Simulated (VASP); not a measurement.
# BaTiO3 (Pm-3m) in VASP: a series of runs, part 3 of 3

VASP 6.6.1. The steps go on from the part before.

## 5. Single point, r2SCAN (12.49 Å³/atom)

This run uses another cell than the first one, of 12.49 Å³/atom.

Contents of POSCAR:

```
BaTiO3
1.0
    3.9672394100      0.0000000000      0.0000000000
    0.0000000000      3.9672394100      0.0000000000
    0.0000000000      0.0000000000      3.9672394100
Ba Ti O
1 1 3
Direct
    0.5000000000      0.5000000000      0.5000000000
    0.0000000000      0.0000000000      0.0000000000
    0.5000000000      0.0000000000      0.0000000000
    0.0000000000      0.5000000000      0.0000000000
    0.0000000000      0.0000000000      0.5000000000
```

Contents of INCAR.step1:

```
ALGO = Normal ; EDIFF = 1E-5
ENCUT = 1480 ; GGA = PE
GGA_COMPAT = False ; ISMEAR = 0
LASPH = True ; LCHARG = False
LREAL = False ; LWAVE = True
NBANDS = 28 ; NELM = 120
PREC = Accurate ; SIGMA = 0.05
```

Contents of INCAR.step2:

```
ALGO = Normal ; EDIFF = 1E-6
ENCUT = 1480 ; GGA_COMPAT = False
ISIF = 2 ; ISMEAR = 0
ISTART = 1 ; LASPH = True
LCHARG = False ; LMIXTAU = True
LREAL = False ; LWAVE = False
METAGGA = R2SCAN ; NBANDS = 28
NELM = 120 ; PREC = Accurate
SIGMA = 0.05
```

Contents of KPOINTS:

```
k-points
0
Gamma
  6 6 6
```

Potentials or basis: VASP PAW PBE potentials, release 64 (Ba_sv, Ti_sv, O_h).

Run with:

```bash
$ cat potpaw_PBE.64/Ba_sv/POTCAR potpaw_PBE.64/Ti_sv/POTCAR potpaw_PBE.64/O_h/POTCAR > POTCAR
$ cp INCAR.step1 INCAR
$ mpirun -np 1 vasp_std > vasp.out
$ cp INCAR.step2 INCAR
$ mpirun -np 1 vasp_std > vasp.out
```

OUTCAR:

```text
EDIFF = 1E-6
   ENCUT = 1480
   ISIF = 2
   ISMEAR = 0
   ISTART = 1
   LASPH = True
   LREAL = False
   METAGGA = R2SCAN
   NELM = 120
   PREC = Accurate

 ion  position               nearest neighbor table
   1  0.500  0.500  0.500-   3 2.81   4 2.81   5 2.81   3 2.81   4 2.81   3 2.81   5 2.81   3 2.81
                             4 2.81   5 2.81   4 2.81   5 2.81   2 3.44   2 3.44   2 3.44   2 3.44
   2  0.000  0.000  0.000-   3 1.98   4 1.98   5 1.98   5 1.98   4 1.98   3 1.98   1 3.44   1 3.44
                             1 3.44   1 3.44   1 3.44   1 3.44   1 3.44   1 3.44
   3  0.500  0.000  0.000-   2 1.98   2 1.98   1 2.81   1 2.81   1 2.81   1 2.81
   4  0.000  0.500  0.000-   2 1.98   2 1.98   1 2.81   1 2.81   1 2.81   1 2.81
   5  0.000  0.000  0.500-   2 1.98   2 1.98   1 2.81   1 2.81   1 2.81   1 2.81

  LATTYP: Found a simple cubic cell.
 ALAT       =     3.9672394100

  Lattice vectors:

 A1 = (   3.9672394100,   0.0000000000,   0.0000000000)
 A2 = (   0.0000000000,   3.9672394100,   0.0000000000)
 A3 = (   0.0000000000,   0.0000000000,   3.9672394100)

Analysis of symmetry for initial positions (statically):
=====================================================================
 Subroutine PRICEL returns:
 Original cell was already a primitive cell.

 Routine SETGRP: Setting up the symmetry group for a
 simple cubic supercell.

 Subroutine GETGRP returns: Found 48 space group operations
 (whereof 48 operations were pure point group operations)
 out of a pool of 48 trial point group operations.

The static configuration has the point symmetry O_h .

Analysis of symmetry for dynamics (positions and initial velocities):
=====================================================================
 Subroutine PRICEL returns:
 Original cell was already a primitive cell.

 Routine SETGRP: Setting up the symmetry group for a
 simple cubic supercell.

[... 124 lines left out ...]
     AMIX     =   0.40;   BMIX     =  1.00
     AMIX_MAG =   1.60;   BMIX_MAG =  1.00
  volume/ion in A,a.u.               =      12.49        84.27
  Fermi-wavevector in a.u.,A,eV,Ry     =   1.411258  2.666891 27.098032  1.991649
  Thomas-Fermi vector in A             =   2.533128
   LORBIT       =      0    0 simple, 1 ext, 2 COOP (PROOUT), +10 PAW based schemes
   METAGGA = R2SCAN    functional components
   LHFCALC =     F    Hartree Fock is set to
   AEXX    =    0.0000 exact exchange contribution
   IVDW    =     0    specifies the selected vdW correction
   LEPSILON=     F    determine dielectric tensor
   LRPA    =     F    only Hartree local field effects (RPA)
 non-spin polarized calculation
 Gauss-broadening in eV      SIGMA  =   0.05
  energy-cutoff  :     1480.00
  volume of cell :       62.44
 maximum number of plane-waves:      8144
 NGX is ok and might be reduce to    50
   NGX = 25   NGY = 25   NGZ = 25

 number of electron      40.0000000 magnetization

 Free energy of the ion-electron system (eV)
  ---------------------------------------------------
  ext. energy  EPLUGINS =         0.00000000
  ---------------------------------------------------
  free energy    TOTEN  =       -74.24240929 eV

  energy without entropy =      -74.24240929  energy(sigma->0) =      -74.24240929

 E-fermi :   4.4240     XC(G=0): -12.0744

 val. band max:        4.1003011758   @ k =   0.5000   0.5000   0.5000
 cond. band min:       6.3054337496   @ k =   0.0000   0.0000   0.0000
 fundamental gap:      2.2051325738
 Fermi energy:         4.4239554356

 k-point     1 :       0.0000    0.0000    0.0000
  band No.  band energies     occupation
      1     -54.6524      2.00000
      2     -29.8271      2.00000
      3     -29.8271      2.00000
      4     -29.8271      2.00000
      5     -21.3061      2.00000
      6     -13.8116      2.00000
[... 609 lines left out ...]
     27      12.5100      0.00000
     28      12.5100      0.00000

------------------------ aborting loop because EDIFF is reached ----------------------------------------

  FORCE on cell =-STRESS in cart. coord.  units (eV):
  Direction    XX          YY          ZZ          XY          YZ          ZX
  --------------------------------------------------------------------------------------
  -------------------------------------------------------------------------------------
  Total        2.3031770      2.3031770      2.3031770      0.0000000     -0.0000000     -0.0000000
  in kB       59.0979853     59.0979853     59.0979853      0.0000000     -0.0000000     -0.0000000
  external PRESSURE =      59.0979853 kB  Pullay stress =       0.0000000 kB

 VOLUME and BASIS-vectors are now :
 -----------------------------------------------------------------------------
  energy-cutoff  :     1480.00
  volume of cell :       62.44
      direct lattice vectors                 reciprocal lattice vectors
     3.967239410  0.000000000  0.000000000     0.252064445  0.000000000  0.000000000
     0.000000000  3.967239410  0.000000000     0.000000000  0.252064445  0.000000000
     0.000000000  0.000000000  3.967239410     0.000000000  0.000000000  0.252064445

 POSITION                                       TOTAL-FORCE (eV/Angst)
 -----------------------------------------------------------------------------------
      1.98362      1.98362      1.98362         0.000000      0.000000      0.000000
      0.00000      0.00000      0.00000         0.000000      0.000000      0.000000
      1.98362      0.00000      0.00000         0.000000      0.000000      0.000000
      0.00000      1.98362      0.00000         0.000000      0.000000      0.000000
      0.00000      0.00000      1.98362         0.000000      0.000000      0.000000
 -----------------------------------------------------------------------------------
    total drift:                                0.000000      0.000000     -0.000000

  FREE ENERGIE OF THE ION-ELECTRON SYSTEM (eV)
  ---------------------------------------------------
  free  energy   TOTEN  =       -74.2424092890 eV

  energy  without entropy=      -74.2424092890  energy(sigma->0) =      -74.24240929
```

OUTCAR.step1:

```text
EDIFF = 1E-5
   ENCUT = 1480
   GGA = PE
   ISMEAR = 0
[... 848 lines left out ...]
      0.00000      0.00000      0.00000         0.000000      0.000000      0.000000
      1.98362      0.00000      0.00000         0.000000      0.000000      0.000000
      0.00000      1.98362      0.00000         0.000000      0.000000      0.000000
      0.00000      0.00000      1.98362         0.000000      0.000000      0.000000
 -----------------------------------------------------------------------------------
    total drift:                                0.000000      0.000000     -0.000000

  FREE ENERGIE OF THE ION-ELECTRON SYSTEM (eV)
  ---------------------------------------------------
  free  energy   TOTEN  =       -39.9268182915 eV

  energy  without entropy=      -39.9268182915  energy(sigma->0) =      -39.92681829
```

OSZICAR.step1:

```text
N       E                     dE             d eps       ncg     rms          rms(c)
DAV:   1     0.696694104450E+03    0.69669E+03   -0.38085E+04  1120   0.337E+03
DAV:   2     0.823676978362E+02   -0.61433E+03   -0.58749E+03  1148   0.663E+02
DAV:   3    -0.415491205746E+02   -0.12392E+03   -0.11648E+03  1632   0.220E+02
DAV:   4    -0.504620766146E+02   -0.89130E+01   -0.88774E+01  1464   0.574E+01
DAV:   5    -0.507752010421E+02   -0.31312E+00   -0.31279E+00  1692   0.105E+01    0.237E+01
DAV:   6    -0.399487157404E+02    0.10826E+02   -0.55256E+01  1624   0.670E+01    0.974E+00
DAV:   7    -0.400460005988E+02   -0.97285E-01   -0.96142E+00  1516   0.217E+01    0.687E+00
DAV:   8    -0.399101836638E+02    0.13582E+00   -0.73453E-01  1360   0.749E+00    0.342E+00
DAV:   9    -0.399472631410E+02   -0.37079E-01   -0.30057E-01  1588   0.464E+00    0.138E+00
DAV:  10    -0.399288591569E+02    0.18404E-01   -0.10770E-01  1292   0.355E+00    0.539E-01
DAV:  11    -0.399268725799E+02    0.19866E-02   -0.14373E-02  1472   0.720E-01    0.131E-01
DAV:  12    -0.399272628555E+02   -0.39028E-03   -0.29957E-03  1532   0.518E-01    0.175E-01
DAV:  13    -0.399268169244E+02    0.44593E-03   -0.11780E-03  1440   0.368E-01    0.236E-02
DAV:  14    -0.399268182915E+02   -0.13670E-05   -0.75699E-05  1516   0.696E-02
   1 F= -.39926818E+02 E0= -.39926818E+02  d E =-.257223E-17
```

Wall time 5.5 min (1 thread of Intel Xeon Platinum 8488C (Sapphire Rapids), shared host); peak memory 0.49 GiB.

Results:

```yaml
Free_energy: -74.2424 eV
Pressure: 5.9 GPa
Band_gap_on_the_k_mesh: 2.21 eV (least direct gap 2.33 eV)
```

Levels at points of the mesh, in eV from the valence-band top:
```csv
k point,band 16,band 17,band 18,band 19,band 20,band 21,band 22,band 23,band 24,band 25
"(0.00, 0.00, 0.00)",-1.17,-1.17,-0.13,-0.13,-0.13,2.21,2.21,2.21,4.37,4.37
"(0.50, 0.00, 0.00)",-1.97,-1.85,-1.85,-0.74,-0.74,2.37,4.00,4.00,4.38,6.58
"(0.50, 0.50, 0.00)",-2.77,-1.76,-0.87,-0.87,-0.09,4.01,4.01,4.46,5.33,8.41
"(0.50, 0.50, 0.50)",-2.40,-2.40,0.00,0.00,0.00,4.73,4.73,4.73,7.55,7.55
```

Caveat: the cell stands under pressure; the PAW data sets were made with another functional, which shifts forces and pressure a little; spin-orbit coupling is left out, which moves the levels of the heavy elements.

## 6. Single point, r2SCAN

This run uses another cell than the first one, of 12.74 Å³/atom.

POSCAR, as its differences from that of step 5:

```diff
@@ -2,5 +2,5 @@
 1.0
-    3.9672394100      0.0000000000      0.0000000000
-    0.0000000000      3.9672394100      0.0000000000
-    0.0000000000      0.0000000000      3.9672394100
+    3.9940458948      0.0000000000      0.0000000000
+    0.0000000000      3.9940458948      0.0000000000
+    0.0000000000      0.0000000000      3.9940458948
 Ba Ti O
```

Contents of INCAR.step1:

```
PREC     = Accurate       # precision mode
ENCUT    = 1480           # plane-wave cutoff, eV
ISMEAR   = 0              # smearing method
SIGMA    = 0.05           # smearing width, eV
LREAL    = False          # projectors in reciprocal space
LASPH    = True           # aspherical terms in the spheres
NELM     = 120            # most SCF steps
NBANDS   = 28             # bands
GGA      = PE             # functional
ALGO     = Normal         # electronic algorithm
EDIFF    = 1E-5           # SCF threshold, eV
LWAVE    = True           # write WAVECAR
LCHARG   = False          # write CHGCAR
GGA_COMPAT= False
```

Contents of INCAR.step2:

```
PREC     = Accurate       # precision mode
ENCUT    = 1480           # plane-wave cutoff, eV
EDIFF    = 1E-6           # SCF threshold, eV
ISMEAR   = 0              # smearing method
SIGMA    = 0.05           # smearing width, eV
LREAL    = False          # projectors in reciprocal space
LASPH    = True           # aspherical terms in the spheres
NELM     = 120            # most SCF steps
ALGO     = Normal         # electronic algorithm
ISIF     = 2              # what is computed and relaxed
LWAVE    = False          # write WAVECAR
LCHARG   = False          # write CHGCAR
METAGGA  = R2SCAN         # meta-GGA
LMIXTAU  = True         
NBANDS   = 28             # bands
ISTART   = 1            
GGA_COMPAT= False
```

Contents of KPOINTS:

```
Automatic mesh
0
Gamma
  6 6 6
```

Potentials or basis: VASP PAW PBE potentials, release 64 (Ba_sv, Ti_sv, O_h).

Run with:

```bash
$ cat potpaw_PBE.64/Ba_sv/POTCAR potpaw_PBE.64/Ti_sv/POTCAR potpaw_PBE.64/O_h/POTCAR > POTCAR
$ cp INCAR.step1 INCAR
$ mpirun -np 1 vasp_std > vasp.out
$ cp INCAR.step2 INCAR
$ mpirun -np 1 vasp_std > vasp.out
```

OUTCAR:

```text
PREC = Accurate
   ENCUT = 1480
   EDIFF = 1E-6
   ISMEAR = 0
   LREAL = False
   LASPH = True
   NELM = 120
   ISIF = 2
   METAGGA = R2SCAN
   ISTART = 1

 ion  position               nearest neighbor table
   1  0.500  0.500  0.500-   3 2.82   4 2.82   5 2.82   3 2.82   4 2.82   3 2.82   5 2.82   3 2.82
                             4 2.82   5 2.82   4 2.82   5 2.82   2 3.46   2 3.46   2 3.46   2 3.46
   2  0.000  0.000  0.000-   3 2.00   4 2.00   5 2.00   5 2.00   4 2.00   3 2.00   1 3.46   1 3.46
                             1 3.46   1 3.46   1 3.46   1 3.46   1 3.46   1 3.46
   3  0.500  0.000  0.000-   2 2.00   2 2.00   1 2.82   1 2.82   1 2.82   1 2.82
   4  0.000  0.500  0.000-   2 2.00   2 2.00   1 2.82   1 2.82   1 2.82   1 2.82
   5  0.000  0.000  0.500-   2 2.00   2 2.00   1 2.82   1 2.82   1 2.82   1 2.82

  LATTYP: Found a simple cubic cell.
 ALAT       =     3.9940458948

  Lattice vectors:

 A1 = (   3.9940458948,   0.0000000000,   0.0000000000)
 A2 = (   0.0000000000,   3.9940458948,   0.0000000000)
 A3 = (   0.0000000000,   0.0000000000,   3.9940458948)

Analysis of symmetry for initial positions (statically):
[... 177 lines left out ...]
 cond. band min:       6.0918970978   @ k =   0.0000   0.0000   0.0000
 fundamental gap:      2.1570266456
 Fermi energy:         4.3286892087

 k-point     1 :       0.0000    0.0000    0.0000
  band No.  band energies     occupation
      1     -54.9139      2.00000
      2     -30.0759      2.00000
      3     -30.0759      2.00000
      4     -30.0759      2.00000
      5     -21.5157      2.00000
      6     -13.9347      2.00000
[... 609 lines left out ...]
     27      12.1094      0.00000
     28      12.1094      0.00000

------------------------ aborting loop because EDIFF is reached ----------------------------------------

  FORCE on cell =-STRESS in cart. coord.  units (eV):
  Direction    XX          YY          ZZ          XY          YZ          ZX
  --------------------------------------------------------------------------------------
  -------------------------------------------------------------------------------------
  Total        0.7694471      0.7694471      0.7694471      0.0000000     -0.0000000      0.0000000
  in kB       19.3486294     19.3486294     19.3486294      0.0000000     -0.0000000      0.0000000
  external PRESSURE =      19.3486294 kB  Pullay stress =       0.0000000 kB

 VOLUME and BASIS-vectors are now :
 -----------------------------------------------------------------------------
  energy-cutoff  :     1480.00
  volume of cell :       63.71
      direct lattice vectors                 reciprocal lattice vectors
     3.994045895  0.000000000  0.000000000     0.250372686  0.000000000  0.000000000
     0.000000000  3.994045895  0.000000000     0.000000000  0.250372686  0.000000000
     0.000000000  0.000000000  3.994045895     0.000000000  0.000000000  0.250372686

 POSITION                                       TOTAL-FORCE (eV/Angst)
 -----------------------------------------------------------------------------------
      1.99702      1.99702      1.99702         0.000000      0.000000      0.000000
      0.00000      0.00000      0.00000         0.000000      0.000000      0.000000
      1.99702      0.00000      0.00000         0.000000      0.000000      0.000000
      0.00000      1.99702      0.00000         0.000000      0.000000      0.000000
      0.00000      0.00000      1.99702         0.000000      0.000000      0.000000
 -----------------------------------------------------------------------------------
    total drift:                                0.000000      0.000000     -0.000000

  FREE ENERGIE OF THE ION-ELECTRON SYSTEM (eV)
  ---------------------------------------------------
  free  energy   TOTEN  =       -74.2749365141 eV

  energy  without entropy=      -74.2749365141  energy(sigma->0) =      -74.27493651
```

OUTCAR.step1:

```text
PREC = Accurate
   ENCUT = 1480
   ISMEAR = 0
   LREAL = False
   LASPH = True
[... 846 lines left out ...]
      0.00000      0.00000      0.00000         0.000000      0.000000      0.000000
      1.99702      0.00000      0.00000         0.000000      0.000000      0.000000
      0.00000      1.99702      0.00000         0.000000      0.000000      0.000000
      0.00000      0.00000      1.99702         0.000000      0.000000      0.000000
 -----------------------------------------------------------------------------------
    total drift:                                0.000000      0.000000     -0.000000

  FREE ENERGIE OF THE ION-ELECTRON SYSTEM (eV)
  ---------------------------------------------------
  free  energy   TOTEN  =       -39.9827431960 eV

  energy  without entropy=      -39.9827431960  energy(sigma->0) =      -39.98274320
```

Wall time 8.4 min (1 thread of AMD EPYC 9R45 (Zen 5), shared host); peak memory 0.48 GiB.

What came out:

```
Free energy            : -74.2749 eV
Pressure               : 1.9 GPa
Band gap on the k mesh : 2.16 eV (least direct gap 2.30 eV)
```

Levels at points of the mesh, in eV from the valence-band top:
```
           k point  band 17  band 18  band 19  band 20  band 21  band 22  band 23  band 24
(0.00, 0.00, 0.00)    -1.13    -0.15    -0.15    -0.15     2.16     2.16     2.16     4.22
(0.50, 0.00, 0.00)    -1.83    -1.83    -0.74    -0.74     2.31     3.89     3.89     4.23
(0.50, 0.50, 0.00)    -1.77    -0.88    -0.88    -0.09     3.90     3.90     4.34     5.15
(0.50, 0.50, 0.50)    -2.42     0.00     0.00     0.00     4.59     4.59     4.59     7.45
```

Caveat: the PAW data sets were made with another functional, which shifts forces and pressure a little; spin-orbit coupling is left out, which moves the levels of the heavy elements.

## 7. The runs side by side

| cell | gap on the mesh (eV) | pressure (GPa) |
| --- | --- | --- |
| a = 4.020 Å, 5 atoms | 2.11 | -1.6 |
| a = 4.047 Å, 5 atoms | 2.06 | -4.8 |
| a = 3.940 Å, 5 atoms | 2.25 | 10.3 |
| a = 3.967 Å, 5 atoms | 2.21 | 5.9 |
| a = 3.994 Å, 5 atoms | 2.16 | 1.9 |

Alike in all rows: task single point; level r2SCAN; potentials or basis VASP PAW PBE potentials, release 64 (Ba_sv, Ti_sv, O_h); no spin polarisation; k mesh 6 × 6 × 6; cutoff (eV) 1480; smearing gaussian 0.05 eV.

Caveats: the PAW data sets were made with another functional, which shifts forces and pressure a little; spin-orbit coupling is left out, which moves the levels of the heavy elements; the cell stands under pressure (at least some runs); the cell stands under tension (at least some runs).

Total energies depend on the potentials used, so only differences within one code and one set of settings carry meaning.
